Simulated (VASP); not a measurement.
# O (P-1) in VASP: notebook, part 2 of 2

VASP 6.6.1.

## (3) Single point, PBE

INCAR

```
SYSTEM = O
PREC     = Accurate       ! precision mode
ENCUT    = 520            ! plane-wave cutoff, eV
EDIFF    = 1E-6           ! SCF threshold, eV
ISMEAR   = -1             ! smearing method
SIGMA    = 0.01           ! smearing width, eV
LREAL    = .False.        ! projectors in reciprocal space
LASPH    = .True.         ! aspherical terms in the spheres
NELM     = 80             ! most SCF steps
ALGO     = Normal         ! electronic algorithm
ISIF     = 2              ! what is computed and relaxed
LWAVE    = .False.        ! write WAVECAR
LCHARG   = .True.         ! write CHGCAR
GGA      = PE             ! functional
LELF     = .True.         ! ELF
LVHAR    = .True.       
NBANDS   = 13             ! bands
```

KPOINTS

```
Automatic mesh
0
Gamma
  6 6 4
  0 0 0
```

POSCAR

```
O
1.0
    2.8514028533     -1.6624159400      0.0000000000
    2.8514028533      1.6624159400      0.0000000000
   -2.3944914034      0.0000000000      3.6470501824
O
2
Direct
    0.9756730000      0.9677890000      0.8414290000
    0.0338460000      0.0166210000      0.1552170000
```

Potentials or basis: VASP PAW PBE potentials, release 64 (O).

On the command line:

```bash
$ cat potpaw_PBE.64/O/POTCAR > POTCAR
$ mpirun -np 1 vasp_std > vasp.out
```

OUTCAR:

```text
SYSTEM = O
   PREC = Accurate
   ENCUT = 520
   EDIFF = 1E-6
   ISMEAR = -1
   LREAL = .False.
   LASPH = .True.
   NELM = 80
   ISIF = 2
   GGA = PE

 ion  position               nearest neighbor table
   1  0.976  0.968  0.841-   2 1.23
   2  0.034  0.017  0.155-   1 1.23

  LATTYP: Found a base centered monoclinic cell.
 ALAT       =     5.7028057066
 B/A-ratio  =     0.5830168607
 C/A-ratio  =     0.7650377976
 COS(beta)  =    -0.5488350190

  Lattice vectors:

 A1 = (   2.8514028533,  -1.6624159400,   0.0000000000)
 A2 = (   2.8514028533,   1.6624159400,   0.0000000000)
 A3 = (  -2.3944914034,   0.0000000000,   3.6470501824)

Analysis of symmetry for initial positions (statically):
=====================================================================
 Subroutine PRICEL returns:
 Original cell was already a primitive cell.

 Routine SETGRP: Setting up the symmetry group for a
 base centered monoclinic supercell.

 Subroutine GETGRP returns: Found  2 space group operations
 (whereof  1 operations were pure point group operations)
 out of a pool of  4 trial point group operations.

The static configuration has the point symmetry C_1 .
 The point group associated with its full space group is S_2 .

Analysis of symmetry for dynamics (positions and initial velocities):
=====================================================================
 Subroutine PRICEL returns:
 Original cell was already a primitive cell.

 Routine SETGRP: Setting up the symmetry group for a
 base centered monoclinic supercell.

 Subroutine GETGRP returns: Found  2 space group operations
 (whereof  1 operations were pure point group operations)
 out of a pool of  4 trial point group operations.

The dynamic configuration has the point symmetry C_1 .
 The point group associated with its full space group is S_2 .

 Subroutine INISYM returns: Found  2 space group operations
 (whereof  1 operations are pure point group operations),
 and found     1 'primitive' translations

----------------------------------------------------------------------------------------

                                     Primitive cell

  volume of cell :      34.5756

  direct lattice vectors                    reciprocal lattice vectors
     2.851402853 -1.662415940  0.000000000     0.175352283 -0.300767087  0.115128532
     2.851402853  1.662415940  0.000000000     0.175352283  0.300767087  0.115128532
    -2.394491403  0.000000000  3.647050182     0.000000000  0.000000000  0.274194198

  length of vectors
     3.300624939  3.300624939  4.362861918     0.366693118  0.366693118  0.274194198

  position of ions in fractional coordinates (direct lattice)
     0.975673000  0.967789000  0.841429000
     0.033846000  0.016621000  0.155217000

  ion indices of the primitive-cell ions
   primitive index   ion index
                 1           1
                 2           2

----------------------------------------------------------------------------------------

 KPOINTS: Automatic mesh

Automatic generation of k-mesh.
 Grid dimensions read from file:
 generate k-points for:    6    6    4

 Generating k-lattice:

  Cartesian coordinates                     Fractional coordinates (reciprocal lattice)
     0.029225380 -0.050127848  0.019188089     0.166666667  0.000000000  0.000000000
     0.029225380  0.050127848  0.019188089     0.000000000  0.166666667  0.000000000
     0.000000000  0.000000000  0.068548550     0.000000000  0.000000000  0.250000000

  Length of vectors
     0.061115520  0.061115520  0.068548550

  Shift w.r.t. Gamma in fractional coordinates (k-lattice)
     0.000000000  0.000000000  0.000000000

 Subroutine IBZKPT returns following result:
 ===========================================

 Found     76 irreducible k-points:

 Following reciprocal coordinates:
            Coordinates               Weight
  0.000000  0.000000  0.000000      1.000000
  0.166667  0.000000  0.000000      2.000000
  0.000000 -0.166667  0.000000      2.000000
  0.333333  0.000000  0.000000      2.000000
  0.000000 -0.333333  0.000000      2.000000
  0.500000  0.000000  0.000000      1.000000
[... 16 lines left out ...]
  0.000000 -0.166667 -0.250000      2.000000
  0.333333  0.000000  0.250000      2.000000
 [... further k-points ...]
   k-points           NKPTS =     76   k-points in BZ     NKDIM =     76   number of bands    NBANDS=     13
   number of dos      NEDOS =    301   number of ions     NIONS =      2
   total plane-waves  NPLWV =  25088
   dimension x,y,z NGX =    28 NGY =   28 NGZ =   32
   dimension x,y,z NGXF=    56 NGYF=   56 NGZF=   64
   ions per type =               2
   NGX,Y,Z   is equivalent  to a cutoff of  14.10, 14.10, 12.19 a.u.
   NGXF,Y,Z  is equivalent  to a cutoff of  28.21, 28.21, 24.39 a.u.
 SYSTEM =  O
   PREC   = accura    normal or accurate (medium, high low for compatibility)
   ISTART =      0    job   : 0-new  1-cont  2-samecut
   ICHARG =      2    charge: 1-file 2-atom 10-const
   ISPIN  =      1    spin polarized calculation?
   LNONCOLLINEAR =      F non collinear calculations
   LSORBIT =      F    spin-orbit coupling
   LASPH  =      T    aspherical Exc in radial PAW
   ENCUT  =  520.0 eV  38.22 Ry    6.18 a.u.   6.14  6.14  8.11*2*pi/ulx,y,z
   NELM   =     80;   NELMIN=  2; NELMDL= -5     # of ELM steps
   EDIFF  = 0.1E-05   stopping-criterion for ELM
   LREAL  =      F    real-space projection
   EDIFFG = 0.1E-04   stopping-criterion for IOM
   NSW    =      0    number of steps for IOM
   IBRION =     -1    ionic relax: 0-MD 1-quasi-New 2-CG
   NFREE  =      0    steps in history (QN), initial steepest desc. (CG)
   ISIF   =      2    stress and relaxation
   ISYM   =      2    0-nonsym 1-usesym 2-fastsym
   POTIM  = 0.5000    time-step for ionic-motion
   TEBEG  =    0.0;   TEEND  =   0.0 temperature during run
   PSTRESS=    0.0 pullay stress
   NELECT =      12.0000    total number of electrons
   NUPDOWN=      -1.0000    fix difference up-down
   EMIN   =  10.00;   EMAX   =-10.00  energy-range for DOS
   EFERMI =   0.00;   METHOD = LEGACY
   ISMEAR =    -1;   SIGMA  =   0.01  broadening in eV -4-tet -1-fermi 0-gaus
   EFERMI_NEDOS =   21; number of points for ismear=-14 and -15
   IALGO  =     38    algorithm
   IMIX   =      4    mixing-type and parameters
     AMIX     =   0.40;   BMIX     =  1.00
     AMIX_MAG =   1.60;   BMIX_MAG =  1.00
  volume/ion in A,a.u.               =      17.29       116.66
  Fermi-wavevector in a.u.,A,eV,Ry     =   1.150479  2.174089 18.008688  1.323601
  Thomas-Fermi vector in A             =   2.287142
   LORBIT       =      0    0 simple, 1 ext, 2 COOP (PROOUT), +10 PAW based schemes
   GGA     = PE    functional components
   LHFCALC =     F    Hartree Fock is set to
   AEXX    =    0.0000 exact exchange contribution
   IVDW    =     0    specifies the selected vdW correction
   LEPSILON=     F    determine dielectric tensor
   LRPA    =     F    only Hartree local field effects (RPA)
 non-spin polarized calculation
  energy-cutoff  :      520.00
  volume of cell :       34.58
 maximum number of plane-waves:       958
 NGX is ok and might be reduce to    28
   NGX = 13   NGY = 13   NGZ = 17

 number of electron      11.9999998 magnetization

 Free energy of the ion-electron system (eV)
  ---------------------------------------------------
  ext. energy  EPLUGINS =         0.00000000
  ---------------------------------------------------
  free energy    TOTEN  =        -9.04817836 eV

  energy without entropy =       -9.04610518  energy(sigma->0) =       -9.04714177

 E-fermi :  -1.8734     XC(G=0):  -7.4512

 val. band max:       -1.8808797709   @ k =  -0.3333   0.3333   0.0000
 cond. band min:      -1.8678947572   @ k =   0.5000   0.0000   0.2500
 fundamental gap:      0.0129850137
 Fermi energy:        -1.8733638155

 k-point     1 :       0.0000    0.0000    0.0000
  band No.  band energies     occupation
      1     -28.2255      2.00000
      2     -15.6665      2.00000
      3      -9.6248      2.00000
      4      -8.0515      2.00000
      5      -8.0111      2.00000
      6      -1.9709      1.99988
      7      -1.7120      0.00000
      8       4.8789      0.00000
      9       8.3985      0.00000
     10      12.4561      0.00000
     11      13.6267      0.00000
     12      16.2829      0.00000
     13      17.2706      0.00000
[... 353 lines left out ...]
 k-point    24 :       0.3333    0.0000    0.2500
  band No.  band energies     occupation
      1     -28.1293      2.00000
      2     -15.8669      2.00000
      3      -8.9803      2.00000
      4      -8.8059      2.00000
      5      -8.1908      2.00000
      6      -2.0257      2.00000
      7      -1.7953      0.00081
      8       6.5518      0.00000
      9       8.6355      0.00000
     10      10.0702      0.00000
     11      11.0897      0.00000
     12      16.7109      0.00000
     13      17.3594      0.00000

 [... further k-points ...]
[... 5 lines left out ...]
  --------------------------------------------------------------------------------------
  -------------------------------------------------------------------------------------
  Total        0.0122076     -0.7661737     -0.1118807      0.0053760     -0.0035906      0.0470219
  in kB        0.5656799    -35.5032274     -5.1843670      0.2491165     -0.1663805      2.1789193
  external PRESSURE =     -13.3739715 kB  Pullay stress =       0.0000000 kB

 VOLUME and BASIS-vectors are now :
 -----------------------------------------------------------------------------
  energy-cutoff  :      520.00
  volume of cell :       34.58
      direct lattice vectors                 reciprocal lattice vectors
     2.851402853 -1.662415940  0.000000000     0.175352283 -0.300767087  0.115128532
     2.851402853  1.662415940  0.000000000     0.175352283  0.300767087  0.115128532
    -2.394491403  0.000000000  3.647050182     0.000000000  0.000000000  0.274194198

 POSITION                                       TOTAL-FORCE (eV/Angst)
 -----------------------------------------------------------------------------------
      3.52680     -0.01311      3.06873        -0.079078     -0.008186     -0.465429
     -0.22776     -0.02864      0.56608         0.079078      0.008186      0.465429
 -----------------------------------------------------------------------------------
    total drift:                                0.000003      0.000011      0.000010

  FREE ENERGIE OF THE ION-ELECTRON SYSTEM (eV)
  ---------------------------------------------------
  free  energy   TOTEN  =        -9.0481783569 eV

  energy  without entropy=       -9.0461051816  energy(sigma->0) =       -9.04714177
```

Run time: 16 s. Hardware: 1 thread of Intel Xeon Platinum 8488C (Sapphire Rapids), shared host; peak memory 0.16 GiB.

Results:

```yaml
Free_energy: -9.0482 eV
Pressure: -1.3 GPa
Largest_force: 0.472 eV/Å
Band_gap_on_the_k_mesh: zero (band 6 reaches -1.75 eV, above the bottom of band 7 at -2.01 eV)
```

Forces on the atoms (eV/Å):
```
O   -0.079 -0.008 -0.465
O    0.079  0.008  0.465
```

Levels at points of the mesh, in eV from the Fermi level:
| k point | band 2 | band 3 | band 4 | band 5 | band 6 | band 7 | band 8 | band 9 | band 10 | band 11 |
| --- | --- | --- | --- | --- | --- | --- | --- | --- | --- | --- |
| (0.00, 0.00, 0.00) | -13.79 | -7.75 | -6.18 | -6.14 | -0.10 | 0.16 | 6.75 | 10.27 | 14.33 | 15.50 |
| (0.50, 0.00, 0.00) | -13.83 | -7.28 | -7.25 | -6.30 | -0.30 | 0.09 | 9.66 | 10.77 | 11.32 | 14.99 |
| (0.00, 0.50, 0.00) | -13.82 | -7.29 | -7.27 | -6.30 | -0.28 | 0.11 | 9.76 | 10.67 | 11.31 | 14.95 |
| (0.50, 0.50, 0.00) | -14.01 | -7.19 | -7.04 | -6.52 | -0.05 | 0.34 | 9.57 | 10.72 | 11.64 | 12.47 |
| (0.00, 0.00, 0.50) | -14.24 | -6.85 | -6.26 | -6.25 | 0.12 | 0.30 | 6.81 | 8.30 | 11.88 | 17.84 |
| (0.50, 0.00, 0.50) | -13.97 | -7.07 | -6.90 | -6.44 | -0.59 | 0.13 | 8.29 | 10.78 | 12.46 | 13.46 |
| (0.00, 0.50, 0.50) | -13.98 | -7.06 | -6.88 | -6.44 | -0.60 | 0.15 | 8.26 | 10.74 | 12.51 | 13.39 |
| (0.50, 0.50, 0.50) | -13.90 | -7.12 | -7.07 | -6.40 | -0.32 | 0.03 | 8.04 | 10.78 | 11.76 | 16.06 |

Caveat: the k points lie up to 0.43 Å⁻¹ apart; the standard files for N, O and F lose accuracy on very short bonds; spin is off for a triplet molecule.
